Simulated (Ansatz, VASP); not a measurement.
## PbS: VASP beside Ansatz

INCAR

```
SYSTEM = PbS
ALGO = Normal
EDIFF = 1E-6
ENCUT = 520
GGA = PE
ISIF = 2
ISMEAR = 0
IVDW = 12
LASPH = .True.
LCHARG = .False.
LREAL = .False.
LWAVE = .False.
NBANDS = 50
NELM = 80
PREC = Accurate
SIGMA = 0.03
```

The input KPOINTS:

```
k-points
0
Gamma
  8 8 3
  0 0 0
```

The input POSCAR:

```
PbS
1.0
   -2.9671314639     -2.9671314639      0.0000000000
    2.9671314639     -2.9671314639      0.0000000000
    0.0000000000      0.0000000000     14.8685258554
Pb S
4 4
Direct
    0.5000000000      0.5000000000      0.0997789388
    0.0000000000      0.0000000000      0.2993368165
    0.5000000000      0.5000000000      0.4988946942
    0.0000000000      0.0000000000      0.6984525719
    0.0000000000      0.0000000000      0.0997789388
    0.5000000000      0.5000000000      0.2993368165
    0.0000000000      0.0000000000      0.4988946942
    0.5000000000      0.5000000000      0.6984525719
```

Input for Ansatz:

```yaml
crystal:
  lattice:
    - [-2.9671314639, -2.9671314639, 0.0]
    - [2.9671314639, -2.9671314639, 0.0]
    - [0.0, 0.0, 14.8685258554]
  atoms:
    - { symbol: Pb, position: [0.5, 0.5, 0.0997789388] }
    - { symbol: Pb, position: [0.0, 0.0, 0.2993368165] }
    - { symbol: Pb, position: [0.5, 0.5, 0.4988946942] }
    - { symbol: Pb, position: [0.0, 0.0, 0.6984525719] }
    - { symbol: S, position: [0.0, 0.0, 0.0997789388] }
    - { symbol: S, position: [0.5, 0.5, 0.2993368165] }
    - { symbol: S, position: [0.0, 0.0, 0.4988946942] }
    - { symbol: S, position: [0.5, 0.5, 0.6984525719] }
basis:
  ecutwfc: 420
kpoints:
  mp_grid: { grid: [8, 8, 3] }
hamiltonian:
  xc: pbe
  dispersion: d3bj
scf:
  occupations: { method: gaussian, width: 0.03 }
output:
  forces: true
  stress: true
  eigenvalues: true
  write_density: true
  write_potential: true
  elf: true
  volumetric_format: npy
```

Alike in both runs: task single point; functional PBE; dispersion D3(BJ); k mesh 8 × 8 × 3; occupations gaussian, width 0.03 eV; no spin polarisation.

```csv
,VASP,Ansatz
version,VASP 6.6.1,Ansatz 0.2.0
potentials or method,"VASP PAW PBE potentials, release 64 (Pb_d, S), cutoff 520 eV","scalar-relativistic, plane waves, PAW"
valence electrons in the cell,80,80
```

|  | VASP | Ansatz | Ansatz less VASP |
| --- | --- | --- | --- |
| gap on the k mesh at the Fermi level (eV) | 1.03 | 1.03 | -0.002 |
| least direct gap on the mesh (eV) | 1.03 | 1.03 | -0.002 |
| pressure (GPa) | -1.1 | -1.1 | +0.05 |
| traceless stress, the component that is largest in VASP (GPa) | -1.02 | -1.02 | +0.004 |
| rms of the force components (eV/Å) | 0.197 | 0.196 | -0.0007 |

Atom by atom the forces differ by 0.001 eV/Å (rms over components). Ansatz's warnings: xc potential rough in thin density.

Spin-orbit coupling is off throughout.
